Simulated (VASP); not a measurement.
# TlBr (Pm-3m) in VASP: notebook, part 2 of 3

VASP 6.6.1. Earlier steps stand in the parts before.

## 3. Single point, PBE

Input file INCAR:

```
ALGO = Normal
EDIFF = 1E-6
ENCUT = 500
GGA = PE
GGA_COMPAT = False
ISIF = 2
ISMEAR = 0
LASPH = True
LCHARG = True
LELF = True
LREAL = False
LVHAR = True
LWAVE = False
NBANDS = 17
NELM = 120
PREC = Accurate
SIGMA = 0.01
```

Input file KPOINTS:

```
k-points
0
Gamma
  4 4 4
```

Input file POSCAR:

```
TlBr
1.0
    3.9949064133      0.0000000000      0.0000000000
    0.0000000000      3.9949064133      0.0000000000
    0.0000000000      0.0000000000      3.9949064133
Tl Br
1 1
Direct
    0.0000000000      0.0000000000      0.0000000000
    0.5000000000      0.5000000000      0.5000000000
```

Potentials or basis: VASP PAW PBE potentials, release 64 (Tl_d, Br).

Started as:

```bash
$ cat potpaw_PBE.64/Tl_d/POTCAR potpaw_PBE.64/Br/POTCAR > POTCAR
$ mpirun -np 1 vasp_std > vasp.out
```

OUTCAR:

```text
EDIFF = 1E-6
   ENCUT = 500
   GGA = PE
   ISIF = 2
   ISMEAR = 0
   LASPH = True
   LREAL = False
   NELM = 120
   PREC = Accurate

 ion  position               nearest neighbor table
   1  0.000  0.000  0.000-   2 3.46   2 3.46   2 3.46   2 3.46   2 3.46   2 3.46   2 3.46   2 3.46

   2  0.500  0.500  0.500-   1 3.46   1 3.46   1 3.46   1 3.46   1 3.46   1 3.46   1 3.46   1 3.46

  LATTYP: Found a simple cubic cell.
 ALAT       =     3.9949064133

  Lattice vectors:

 A1 = (   3.9949064133,   0.0000000000,   0.0000000000)
 A2 = (   0.0000000000,   3.9949064133,   0.0000000000)
 A3 = (   0.0000000000,   0.0000000000,   3.9949064133)

Analysis of symmetry for initial positions (statically):
=====================================================================
 Subroutine PRICEL returns:
 Original cell was already a primitive cell.

 Routine SETGRP: Setting up the symmetry group for a
 simple cubic supercell.

 Subroutine GETGRP returns: Found 48 space group operations
 (whereof 48 operations were pure point group operations)
 out of a pool of 48 trial point group operations.

The static configuration has the point symmetry O_h .

Analysis of symmetry for dynamics (positions and initial velocities):
=====================================================================
 Subroutine PRICEL returns:
 Original cell was already a primitive cell.

 Routine SETGRP: Setting up the symmetry group for a
 simple cubic supercell.

 Subroutine GETGRP returns: Found 48 space group operations
 (whereof 48 operations were pure point group operations)
 out of a pool of 48 trial point group operations.

The dynamic configuration has the point symmetry O_h .

 Subroutine INISYM returns: Found 48 space group operations
 (whereof 48 operations are pure point group operations),
 and found     1 'primitive' translations

[... 95 lines left out ...]
   EFERMI_NEDOS =   21; number of points for ismear=-14 and -15
   IALGO  =     38    algorithm
   IMIX   =      4    mixing-type and parameters
     AMIX     =   0.40;   BMIX     =  1.00
     AMIX_MAG =   1.60;   BMIX_MAG =  1.00
  volume/ion in A,a.u.               =      31.88       215.12
  Fermi-wavevector in a.u.,A,eV,Ry     =   1.112359  2.102053 16.835061  1.237342
  Thomas-Fermi vector in A             =   2.248932
   LORBIT       =      0    0 simple, 1 ext, 2 COOP (PROOUT), +10 PAW based schemes
   GGA     = PE    functional components
   LHFCALC =     F    Hartree Fock is set to
   AEXX    =    0.0000 exact exchange contribution
   IVDW    =     0    specifies the selected vdW correction
   LEPSILON=     F    determine dielectric tensor
   LRPA    =     F    only Hartree local field effects (RPA)
 non-spin polarized calculation
 Gauss-broadening in eV      SIGMA  =   0.01
  energy-cutoff  :      500.00
  volume of cell :       63.76
 maximum number of plane-waves:      1647
 NGX is ok and might be reduce to    30
   NGX = 15   NGY = 15   NGZ = 15

 number of electron      20.0000006 magnetization

 Free energy of the ion-electron system (eV)
  ---------------------------------------------------
  ext. energy  EPLUGINS =         0.00000000
  ---------------------------------------------------
  free energy    TOTEN  =        -5.52609933 eV

  energy without entropy =       -5.52609933  energy(sigma->0) =       -5.52609933

 E-fermi :   2.3397     XC(G=0):  -8.9135

 val. band max:        2.2690569118   @ k =   0.5000   0.0000   0.0000
 cond. band min:       4.1538045168   @ k =   0.5000   0.0000   0.0000
 fundamental gap:      1.8847476050
 Fermi energy:         2.3396788690

 k-point     1 :       0.0000    0.0000    0.0000
  band No.  band energies     occupation
      1     -11.3911      2.00000
      2      -7.8248      2.00000
      3      -7.8248      2.00000
      4      -7.6538      2.00000
      5      -7.6538      2.00000
      6      -7.6538      2.00000
[... 177 lines left out ...]
      4      -7.7823      2.00000
      5      -7.6019      2.00000
      6      -7.6019      2.00000
[... 9 lines left out ...]
     16      15.0287      0.00000
     17      18.4206      0.00000

------------------------ aborting loop because EDIFF is reached ----------------------------------------

  FORCE on cell =-STRESS in cart. coord.  units (eV):
  Direction    XX          YY          ZZ          XY          YZ          ZX
  --------------------------------------------------------------------------------------
  -------------------------------------------------------------------------------------
  Total        0.4119476      0.4119476      0.4119476      0.0000000      0.0000000     -0.0000000
  in kB       10.3522023     10.3522023     10.3522023      0.0000000      0.0000000     -0.0000000
  external PRESSURE =      10.3522023 kB  Pullay stress =       0.0000000 kB

 VOLUME and BASIS-vectors are now :
 -----------------------------------------------------------------------------
  energy-cutoff  :      500.00
  volume of cell :       63.76
      direct lattice vectors                 reciprocal lattice vectors
     3.994906413  0.000000000  0.000000000     0.250318755  0.000000000  0.000000000
     0.000000000  3.994906413  0.000000000     0.000000000  0.250318755  0.000000000
     0.000000000  0.000000000  3.994906413     0.000000000  0.000000000  0.250318755

 POSITION                                       TOTAL-FORCE (eV/Angst)
 -----------------------------------------------------------------------------------
      0.00000      0.00000      0.00000         0.000000      0.000000      0.000000
      1.99745      1.99745      1.99745         0.000000      0.000000      0.000000
 -----------------------------------------------------------------------------------
    total drift:                                0.000000     -0.000000     -0.000000

  FREE ENERGIE OF THE ION-ELECTRON SYSTEM (eV)
  ---------------------------------------------------
  free  energy   TOTEN  =        -5.5260993277 eV

  energy  without entropy=       -5.5260993277  energy(sigma->0) =       -5.52609933
```

stdout:

```text
POSCAR found type information on POSCAR TlBr
 POSCAR found :  2 types and       2 ions
 scaLAPACK will be used
 LDA part: xc-table for (Slater+PW92), standard interpolation
 POSCAR, INCAR and KPOINTS ok, starting setup
 FFT: planning ... GRIDC
 FFT: planning ... GRID_SOFT
 FFT: planning ... GRID
 WAVECAR not read
 entering main loop
```

Run time: 20 s. Hardware: 1 thread of Intel Xeon 8259CL, shared host; peak memory 0.17 GiB.

Results:

```
Free energy            : -5.5261 eV
Pressure               : 1.0 GPa
Band gap on the k mesh : 1.88 eV, direct
```

Caveat: spin-orbit coupling is left out, which moves the levels of the heavy elements.

## 4. Single point, LDA

Input file INCAR:

```
PREC = Accurate ; ENCUT = 500
EDIFF = 1E-6 ; ISMEAR = 0
SIGMA = 0.01 ; LREAL = False
LASPH = True ; NELM = 120
ALGO = Normal ; ISIF = 2
LWAVE = False ; LCHARG = False
NBANDS = 17 ; GGA_COMPAT = False
```

Input file KPOINTS:

```
Automatic mesh
0
Gamma
  4 4 4
```

POSCAR is that of step 3.

Potentials or basis: VASP PAW LDA potentials, release 64 (Tl_d, Br).

Started as:

```bash
$ cat potpaw_LDA.64/Tl_d/POTCAR potpaw_LDA.64/Br/POTCAR > POTCAR
$ mpirun -np 1 vasp_std > vasp.out
```

It took 15 s on 1 thread of Intel Xeon 8259CL, shared host; peak memory 0.15 GiB.

Results (log left out):

| Property | Result |
| --- | --- |
| Free energy | -6.4720 eV |
| Pressure | -2.8 GPa |
| Band gap on the k mesh | 1.67 eV, direct |

Levels at points of the mesh, in eV from the valence-band top:
```tsv
k point	band 8	band 9	band 10	band 11	band 12	band 13
(0.00, 0.00, 0.00)	-1.26	-1.26	-1.26	6.87	6.87	7.03
(0.50, 0.00, 0.00)	-0.75	-0.75	0.00	1.67	5.60	5.60
(0.50, 0.50, 0.00)	-2.91	-2.91	-0.66	4.71	4.71	7.18
(0.50, 0.50, 0.50)	-1.87	-1.87	-1.87	1.99	1.99	1.99
```

Caveat: spin-orbit coupling is left out, which moves the levels of the heavy elements. A k mesh can miss the band edges.

## 5. Single point, PBE

Input file INCAR:

```
SYSTEM = TlBr
PREC = Accurate
ENCUT = 500
EDIFF = 1E-6
ISMEAR = 0
SIGMA = 0.01
LREAL = .FALSE.
LASPH = .TRUE.
NELM = 120
ALGO = Normal
ISIF = 2
LWAVE = .FALSE.
LCHARG = .FALSE.
GGA = PE
NBANDS = 17
GGA_COMPAT = .FALSE.
```

Input file KPOINTS:

```
Automatic mesh
0
G
  6 6 6
  0 0 0
```

POSCAR is that of step 4.

Potentials or basis: VASP PAW PBE potentials, release 64 (Tl_d, Br).

Started as:

```bash
$ cat potpaw_PBE.64/Tl_d/POTCAR potpaw_PBE.64/Br/POTCAR > POTCAR
$ mpirun -np 1 vasp_std > vasp.out
```

Wall time 30 s (1 thread of Intel Xeon 8259CL, shared host); peak memory 0.17 GiB.

Results (log left out):

```
Free energy            : -5.5370 eV
Pressure               : 0.9 GPa
Band gap on the k mesh : 1.89 eV, direct
```

Levels at points of the mesh, in eV from the valence-band top:
| k point | band 8 | band 9 | band 10 | band 11 | band 12 | band 13 |
| --- | --- | --- | --- | --- | --- | --- |
| (0.00, 0.00, 0.00) | -1.25 | -1.25 | -1.25 | 7.05 | 7.05 | 7.19 |
| (0.50, 0.00, 0.00) | -0.76 | -0.76 | 0.00 | 1.89 | 5.77 | 5.77 |
| (0.50, 0.50, 0.00) | -2.85 | -2.85 | -0.68 | 4.86 | 4.86 | 7.36 |
| (0.50, 0.50, 0.50) | -1.86 | -1.86 | -1.86 | 2.19 | 2.19 | 2.19 |

Caveat: spin-orbit coupling is left out, which moves the levels of the heavy elements.

(Part 2 of 3 ends here.)
